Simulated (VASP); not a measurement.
# NbTe (P-6m2) in VASP: a series of runs

NbTe is run at these levels: HSE06, PBE0; tasks: single point.

Program: VASP 6.6.1. These are calculated values, not measurements. Logs are shortened: lines on timing, memory, paths and dates and some standing lists are left out, and cuts for length are marked.

## (1) The cell of the first run

It takes space group P-6m2 (No. 187, hexagonal). Conventional cell: a = 3.678 Å, b = 3.678 Å, c = 3.669 Å, α = 90.00°, β = 90.00°, γ = 120.00°. Within 3.7 Å of Te (site symmetry -6m2) lie 6 Nb at 2.81 Å and 8 Te at 3.67 to 3.68 Å. Nb (site symmetry -6m2) has 6 Te at 2.81 Å and 8 Nb at 3.67 to 3.68 Å within 3.7 Å.

## (2) Single point, HSE06

Contents of POSCAR:

```
NbTe
1.0
    3.6781214607      0.0000000000      0.0000000000
   -1.8390607303      3.1853466232      0.0000000000
    0.0000000000      0.0000000000      3.6694168905
Te Nb
1 1
Direct
    0.6666666667      0.3333333333      0.0000000000
    0.0000000000      0.0000000000      0.5000000000
```

Contents of INCAR.step1:

```
SYSTEM = NbTe
ALGO = Normal
EDIFF = 1E-5
ENCUT = 520
GGA = PE
ISIF = 2
ISMEAR = -1
LASPH = .TRUE.
LREAL = .FALSE.
LWAVE = .TRUE.
NBANDS = 16
NELM = 60
PREC = Accurate
SIGMA = 0.05
```

Contents of INCAR.step2:

```
SYSTEM = NbTe
ALGO = Normal
EDIFF = 1E-6
ENCUT = 520
GGA = PE
HFSCREEN = 0.2079
ISIF = 2
ISMEAR = -1
ISTART = 1
LASPH = .TRUE.
LCHARG = .TRUE.
LELF = .TRUE.
LHFCALC = .TRUE.
LREAL = .FALSE.
LVHAR = .TRUE.
LWAVE = .FALSE.
NBANDS = 16
NELM = 60
PREC = Accurate
PRECFOCK = Normal
SIGMA = 0.05
```

Contents of KPOINTS:

```
k-points
0
G
  6 6 4
  0 0 0
```

Potentials or basis: VASP PAW PBE potentials, release 64 (Te, Nb_sv).

Run with:

```
$ cat potpaw_PBE.64/Te/POTCAR potpaw_PBE.64/Nb_sv/POTCAR > POTCAR
$ cp INCAR.step1 INCAR
$ mpirun -np 1 vasp_std > vasp.out
$ cp INCAR.step2 INCAR
$ mpirun -np 1 vasp_std > vasp.out
```

OUTCAR:

```text
SYSTEM = NbTe
   EDIFF = 1E-6
   ENCUT = 520
   GGA = PE
   HFSCREEN = 0.2079
   ISIF = 2
   ISMEAR = -1
   ISTART = 1
   LASPH = .TRUE.
   LHFCALC = .TRUE.
   LREAL = .FALSE.
   NELM = 60
   PREC = Accurate
   PRECFOCK = Normal

 ion  position               nearest neighbor table
   1  0.667  0.333  0.000-   2 2.81   2 2.81   2 2.81   2 2.81   2 2.81   2 2.81
   2  0.000  0.000  0.500-   1 2.81   1 2.81   1 2.81   1 2.81   1 2.81   1 2.81

  LATTYP: Found a hexagonal cell.
 ALAT       =     3.6781214607
 C/A-ratio  =     0.9976334196

  Lattice vectors:

 A1 = (   3.6781214607,   0.0000000000,   0.0000000000)
 A2 = (  -1.8390607303,   3.1853466232,   0.0000000000)
 A3 = (   0.0000000000,   0.0000000000,   3.6694168905)

Analysis of symmetry for initial positions (statically):
=====================================================================
 Subroutine PRICEL returns:
 Original cell was already a primitive cell.

 Routine SETGRP: Setting up the symmetry group for a
 hexagonal supercell.

 Subroutine GETGRP returns: Found 12 space group operations
 (whereof 12 operations were pure point group operations)
 out of a pool of 24 trial point group operations.

The static configuration has the point symmetry D_3h.

Analysis of symmetry for dynamics (positions and initial velocities):
=====================================================================
 Subroutine PRICEL returns:
 Original cell was already a primitive cell.

 Routine SETGRP: Setting up the symmetry group for a
 hexagonal supercell.

 Subroutine GETGRP returns: Found 12 space group operations
 (whereof 12 operations were pure point group operations)
 out of a pool of 24 trial point group operations.

The dynamic configuration has the point symmetry D_3h.

 Subroutine INISYM returns: Found 12 space group operations
 (whereof 12 operations are pure point group operations),
 and found     1 'primitive' translations

----------------------------------------------------------------------------------------

                                     Primitive cell

  volume of cell :      42.9912

  direct lattice vectors                    reciprocal lattice vectors
     3.678121461  0.000000000  0.000000000     0.271877917  0.156968788  0.000000000
    -1.839060730  3.185346623  0.000000000     0.000000000  0.313937577  0.000000000
     0.000000000  0.000000000  3.669416890     0.000000000  0.000000000  0.272522864

  length of vectors
     3.678121461  3.678121461  3.669416890     0.313937577  0.313937577  0.272522864

  position of ions in fractional coordinates (direct lattice)
     0.666666667  0.333333333  0.000000000
     0.000000000  0.000000000  0.500000000

  ion indices of the primitive-cell ions
   primitive index   ion index
                 1           1
                 2           2

----------------------------------------------------------------------------------------

 KPOINTS: k-points

Automatic generation of k-mesh.
 Grid dimensions read from file:
 generate k-points for:    6    6    4

 Generating k-lattice:

  Cartesian coordinates                     Fractional coordinates (reciprocal lattice)
     0.045312986  0.026161465  0.000000000     0.166666667 -0.000000000  0.000000000
     0.000000000  0.052322929  0.000000000     0.000000000  0.166666667  0.000000000
     0.000000000  0.000000000  0.068130716     0.000000000  0.000000000  0.250000000

  Length of vectors
     0.052322929  0.052322929  0.068130716

  Shift w.r.t. Gamma in fractional coordinates (k-lattice)
     0.000000000  0.000000000  0.000000000

 Subroutine IBZKPT returns following result:
 ===========================================

 Found     21 irreducible k-points:

 Following reciprocal coordinates:
            Coordinates               Weight
  0.000000  0.000000  0.000000      1.000000
  0.166667  0.000000  0.000000      6.000000
  0.333333 -0.000000  0.000000      6.000000
  0.500000 -0.000000  0.000000      3.000000
  0.166667  0.166667  0.000000      6.000000
  0.333333  0.166667  0.000000     12.000000
[... 13 lines left out ...]
  0.333333  0.166667  0.500000     12.000000
  0.333333  0.333333  0.500000      2.000000
   k-points           NKPTS =     21   k-points in BZ     NKDIM =    144   number of bands    NBANDS=     16
   number of dos      NEDOS =    301   number of ions     NIONS =      2
   total plane-waves  NPLWV =  21952
   dimension x,y,z NGX =    28 NGY =   28 NGZ =   28
   dimension x,y,z NGXF=    56 NGYF=   56 NGZF=   56
   ions per type =               1   1
   NGX,Y,Z   is equivalent  to a cutoff of  12.66, 12.66, 12.69 a.u.
   NGXF,Y,Z  is equivalent  to a cutoff of  25.31, 25.31, 25.37 a.u.
 SYSTEM =  NbTe
   PREC   = accura    normal or accurate (medium, high low for compatibility)
   ISTART =      1    job   : 0-new  1-cont  2-samecut
   ICHARG =      0    charge: 1-file 2-atom 10-const
   ISPIN  =      1    spin polarized calculation?
   LNONCOLLINEAR =      F non collinear calculations
   LSORBIT =      F    spin-orbit coupling
   LASPH  =      T    aspherical Exc in radial PAW
   ENCUT  =  520.0 eV  38.22 Ry    6.18 a.u.   6.84  6.84  6.82*2*pi/ulx,y,z
   NELM   =     60;   NELMIN=  2; NELMDL=  0     # of ELM steps
   EDIFF  = 0.1E-05   stopping-criterion for ELM
   LREAL  =      F    real-space projection
   EDIFFG = 0.1E-04   stopping-criterion for IOM
   NSW    =      0    number of steps for IOM
   IBRION =     -1    ionic relax: 0-MD 1-quasi-New 2-CG
   NFREE  =      0    steps in history (QN), initial steepest desc. (CG)
   ISIF   =      2    stress and relaxation
   ISYM   =      3    0-nonsym 1-usesym 2-fastsym
   POTIM  = 0.5000    time-step for ionic-motion
   TEBEG  =    0.0;   TEEND  =   0.0 temperature during run
   PSTRESS=    0.0 pullay stress
   NELECT =      19.0000    total number of electrons
   NUPDOWN=      -1.0000    fix difference up-down
   EMIN   =  10.00;   EMAX   =-10.00  energy-range for DOS
   EFERMI =   0.00;   METHOD = LEGACY
   ISMEAR =    -1;   SIGMA  =   0.05  broadening in eV -4-tet -1-fermi 0-gaus
   EFERMI_NEDOS =   21; number of points for ismear=-14 and -15
   IALGO  =     38    algorithm
   IMIX   =      1    mixing-type and parameters
     AMIX     =   0.40;   BMIX     =  1.00
     AMIX_MAG =   1.60;   BMIX_MAG =  1.00
  volume/ion in A,a.u.               =      21.50       145.06
  Fermi-wavevector in a.u.,A,eV,Ry     =   1.246999  2.356486 21.157147  1.555006
  Thomas-Fermi vector in A             =   2.381151
   LORBIT       =      0    0 simple, 1 ext, 2 COOP (PROOUT), +10 PAW based schemes
   GGA     = PE    functional components
   LHFCALC =     T    Hartree Fock is set to
   PRECFOCK=normal    Normal, Fast or Accurate (Low or Medium for compatibility)
   ENCUT4O =  -1.0   cutoff for four orbital integrals eV
   NKREDX  =     1    reduce k-point grid by
   NKREDY  =     1    reduce k-point grid by
   NKREDZ  =     1    reduce k-point grid by
   AEXX    =    0.2500 exact exchange contribution
   HFSCREEN=    0.2079 screening length (either q_TF or 0.3 A-1)
   HFSCREENC=   0.2079 screening length for correlation (either q_TF or 0.3 A-1)
   ENCUTFOCK=  -1.0 apply spherical cutoff to Coloumb kernel
   IVDW    =     0    specifies the selected vdW correction
   LEPSILON=     F    determine dielectric tensor
   LRPA    =     F    only Hartree local field effects (RPA)
 non-spin polarized calculation
  energy-cutoff  :      520.00
  volume of cell :       42.99
 maximum number of plane-waves:      1188
 NGX is ok and might be reduce to    28
  NGX = 24; NGY = 24; NGZ = 24

 number of electron      18.9999998 magnetization

 Free energy of the ion-electron system (eV)
  ---------------------------------------------------
  ext. energy  EPLUGINS =         0.00000000
  ---------------------------------------------------
  free energy    TOTEN  =       -16.31624208 eV

  energy without entropy =      -16.30929540  energy(sigma->0) =      -16.31276874

 E-fermi :  11.4452     XC(G=0):  -9.3679

 val. band max:       11.3467843014   @ k =   0.1667   0.0000   0.0000
 cond. band min:      11.4648498008   @ k =   0.0000   0.0000   0.0000
 fundamental gap:      0.1180654994
 Fermi energy:        11.4451907212

 k-point     1 :       0.0000    0.0000    0.0000
  band No.  band energies     occupation
      1     -48.2814      2.00000
      2     -23.0538      2.00000
      3     -22.8866      2.00000
      4     -22.8866      2.00000
      5      -4.6689      2.00000
      6       7.5102      2.00000
[... 8 lines left out ...]
     15      17.8637      0.00000
     16      19.0032      0.00000

 k-point     2 :       0.1667    0.0000    0.0000
  band No.  band energies     occupation
      1     -48.2782      2.00000
      2     -23.0468      2.00000
      3     -22.9354      2.00000
      4     -22.8985      2.00000
      5      -4.2899      2.00000
      6       6.1630      2.00000
[... 8 lines left out ...]
     15      17.9530      0.00000
     16      20.3316      0.00000

 k-point     3 :       0.3333   -0.0000    0.0000
  band No.  band energies     occupation
      1     -48.2718      2.00000
      2     -23.0324      2.00000
      3     -23.0309      2.00000
      4     -22.9224      2.00000
      5      -3.3573      2.00000
      6       4.0628      2.00000
[... 8 lines left out ...]
     15      18.8778      0.00000
     16      20.7625      0.00000

 k-point     4 :       0.5000   -0.0000    0.0000
  band No.  band energies     occupation
      1     -48.2687      2.00000
      2     -23.0776      2.00000
      3     -23.0252      2.00000
      4     -22.9345      2.00000
      5      -2.7278      2.00000
      6       2.9819      2.00000
[... 8 lines left out ...]
     15      17.6425      0.00000
     16      20.9606      0.00000
[... 267 lines left out ...]
 k-point    19 :       0.1667    0.1667    0.5000
  band No.  band energies     occupation
      1     -48.2669      2.00000
      2     -23.1782      2.00000
      3     -22.9818      2.00000
      4     -22.9114      2.00000
      5      -2.6560      2.00000
      6       3.6956      2.00000
[... 8 lines left out ...]
     15      17.9936      0.00000
     16      18.8052      0.00000

 k-point    20 :       0.3333    0.1667    0.5000
  band No.  band energies     occupation
      1     -48.2619      2.00000
      2     -23.1625      2.00000
      3     -23.0350      2.00000
      4     -22.9417      2.00000
      5      -2.3192      2.00000
      6       4.3750      2.00000
[... 8 lines left out ...]
     15      17.0925      0.00000
     16      18.1095      0.00000

 k-point    21 :       0.3333    0.3333    0.5000
  band No.  band energies     occupation
      1     -48.2602      2.00000
      2     -23.1572      2.00000
      3     -23.0089      2.00000
      4     -22.9960      2.00000
      5      -2.1752      2.00000
      6       4.0182      2.00000
[... 8 lines left out ...]
     15      15.6933      0.00000
     16      20.7623      0.00000

------------------------ aborting loop because EDIFF is reached ----------------------------------------

  FORCE on cell =-STRESS in cart. coord.  units (eV):
  Direction    XX          YY          ZZ          XY          YZ          ZX
  --------------------------------------------------------------------------------------
  -------------------------------------------------------------------------------------
  Total       -1.0997317     -1.0997317     -0.3343115     -0.0000000      0.0000000      0.0000000
  in kB      -40.9842972    -40.9842972    -12.4589687     -0.0000000      0.0000000      0.0000000
  external PRESSURE =     -31.4758543 kB  Pullay stress =       0.0000000 kB

 VOLUME and BASIS-vectors are now :
 -----------------------------------------------------------------------------
  energy-cutoff  :      520.00
  volume of cell :       42.99
      direct lattice vectors                 reciprocal lattice vectors
     3.678121461  0.000000000  0.000000000     0.271877917  0.156968788  0.000000000
    -1.839060730  3.185346623  0.000000000     0.000000000  0.313937577  0.000000000
     0.000000000  0.000000000  3.669416890     0.000000000  0.000000000  0.272522864

 POSITION                                       TOTAL-FORCE (eV/Angst)
 -----------------------------------------------------------------------------------
      1.83906      1.06178      0.00000         0.000000     -0.000000      0.000000
      0.00000      0.00000      1.83471        -0.000000      0.000000      0.000000
 -----------------------------------------------------------------------------------
    total drift:                               -0.000001      0.000002      0.000009

  FREE ENERGIE OF THE ION-ELECTRON SYSTEM (eV)
  ---------------------------------------------------
  free  energy   TOTEN  =       -16.3162420837 eV

  energy  without entropy=      -16.3092953988  energy(sigma->0) =      -16.31276874
```

It took 1.5 h on 1 thread of AMD EPYC 7R43 (Zen 3), shared host; peak memory 0.26 GiB.

What came out:

| Item | Value |
| --- | --- |
| Free energy | -16.3162 eV |
| Pressure | -3.1 GPa |
| Band gap on the k mesh | zero (an odd number of electrons rules out a gap without spin polarisation) |

Caveat: the k points lie up to 0.43 Å⁻¹ apart, too coarse for converged energies and pressures of a metal; the PAW data sets were made with another functional, which shifts forces and pressure a little; spin-orbit coupling is left out, which moves the levels of the heavy elements; an odd number of electrons without spin polarisation forces a metal; a magnetic or distorted state may lie lower.

## (3) Single point, HSE06

This run uses another cell than the first one, of 22.81 Å³/atom.

Contents of POSCAR:

```
NbTe
1.0
    3.7517033219      0.0000000000      0.0000000000
   -1.8758516609      3.2490703843      0.0000000000
    0.0000000000      0.0000000000      3.7428246143
Te Nb
1 1
Direct
    0.6666666667      0.3333333333      0.0000000000
    0.0000000000      0.0000000000      0.5000000000
```

Contents of INCAR.step1:

```
SYSTEM = NbTe
PREC = Accurate
ENCUT = 520
EDIFF = 1E-5
ISMEAR = -1
SIGMA = 0.05
LREAL = .False.
LASPH = .True.
NELM = 100
ALGO = Normal
ISIF = 2
LWAVE = .True.
LCHARG = .False.
NBANDS = 16
GGA = PE
```

Contents of INCAR.step2:

```
SYSTEM = NbTe
PREC = Accurate
ENCUT = 520
EDIFF = 1E-6
ISMEAR = -1
SIGMA = 0.05
LREAL = .False.
LASPH = .True.
NELM = 100
ALGO = Normal
ISIF = 2
LWAVE = .False.
LCHARG = .False.
GGA = PE
LHFCALC = .True.
HFSCREEN = 0.2079
PRECFOCK = Normal
NBANDS = 16
ISTART = 1
```

Contents of KPOINTS:

```
Automatic mesh
0
Gamma
  6 6 4
  0 0 0
```

Potentials or basis: VASP PAW PBE potentials, release 64 (Te, Nb_sv).

Run with:

```
$ cat potpaw_PBE.64/Te/POTCAR potpaw_PBE.64/Nb_sv/POTCAR > POTCAR
$ cp INCAR.step1 INCAR
$ mpirun -np 1 vasp_std > vasp.out
$ cp INCAR.step2 INCAR
$ mpirun -np 1 vasp_std > vasp.out
```

OUTCAR:

```text
SYSTEM = NbTe
   PREC = Accurate
   ENCUT = 520
   EDIFF = 1E-6
   ISMEAR = -1
   LREAL = .False.
   LASPH = .True.
   NELM = 100
   ISIF = 2
   GGA = PE
   LHFCALC = .True.
   HFSCREEN = 0.2079
   PRECFOCK = Normal
   ISTART = 1

 ion  position               nearest neighbor table
   1  0.667  0.333  0.000-   2 2.86   2 2.86   2 2.86   2 2.86   2 2.86   2 2.86
   2  0.000  0.000  0.500-   1 2.86   1 2.86   1 2.86   1 2.86   1 2.86   1 2.86

  LATTYP: Found a hexagonal cell.
[... 592 lines left out ...]

------------------------ aborting loop because EDIFF is reached ----------------------------------------

  FORCE on cell =-STRESS in cart. coord.  units (eV):
  Direction    XX          YY          ZZ          XY          YZ          ZX
  --------------------------------------------------------------------------------------
  -------------------------------------------------------------------------------------
  Total       -2.8111225     -2.8111225     -2.6486090     -0.0000000     -0.0000000      0.0000000
  in kB      -98.7195734    -98.7195734    -93.0125060     -0.0000000     -0.0000000      0.0000000
  external PRESSURE =     -96.8172176 kB  Pullay stress =       0.0000000 kB

 VOLUME and BASIS-vectors are now :
 -----------------------------------------------------------------------------
  energy-cutoff  :      520.00
  volume of cell :       45.62
      direct lattice vectors                 reciprocal lattice vectors
     3.751703322  0.000000000  0.000000000     0.266545597  0.153890172  0.000000000
    -1.875851661  3.249070384  0.000000000     0.000000000  0.307780344  0.000000000
     0.000000000  0.000000000  3.742824614     0.000000000  0.000000000  0.267177895

 POSITION                                       TOTAL-FORCE (eV/Angst)
 -----------------------------------------------------------------------------------
      1.87585      1.08302      0.00000        -0.000000      0.000000      0.000000
      0.00000      0.00000      1.87141         0.000000     -0.000000      0.000000
 -----------------------------------------------------------------------------------
    total drift:                               -0.000003      0.000000     -0.000003

  FREE ENERGIE OF THE ION-ELECTRON SYSTEM (eV)
  ---------------------------------------------------
  free  energy   TOTEN  =       -16.2082780031 eV

  energy  without entropy=      -16.2007804910  energy(sigma->0) =      -16.20452925
```

OUTCAR.step1:

```text
SYSTEM = NbTe
   PREC = Accurate
   ENCUT = 520
   EDIFF = 1E-5
   ISMEAR = -1
   LREAL = .False.
[... 616 lines left out ...]
      1.87585      1.08302      0.00000        -0.000000      0.000000      0.000000
      0.00000      0.00000      1.87141         0.000000      0.000000      0.000000
 -----------------------------------------------------------------------------------
    total drift:                               -0.000000      0.000000     -0.000000

  FREE ENERGIE OF THE ION-ELECTRON SYSTEM (eV)
  ---------------------------------------------------
  free  energy   TOTEN  =       -13.6141186690 eV

  energy  without entropy=      -13.6010409473  energy(sigma->0) =      -13.60757981
```

Wall time 83 min (1 thread of Intel Xeon 8259CL, shared host); peak memory 0.3 GiB.

What came out:

- Free energy: -16.2083 eV
- Pressure: -9.7 GPa
- Band gap on the k mesh: zero (an odd number of electrons rules out a gap without spin polarisation)

Stress tensor (GPa, compression positive):
```
-9.87  0.00  0.00
 0.00 -9.87  0.00
 0.00  0.00 -9.30
```

Caveat: the k points lie up to 0.42 Å⁻¹ apart, too coarse for converged energies and pressures of a metal; the PAW data sets were made with another functional, which shifts forces and pressure a little; spin-orbit coupling is left out, which moves the levels of the heavy elements; an odd number of electrons without spin polarisation forces a metal; a magnetic or distorted state may lie lower.

[end of part 1 of 2]

The gap in the log of VASP goes by the Fermi energy; the results here count the filled bands.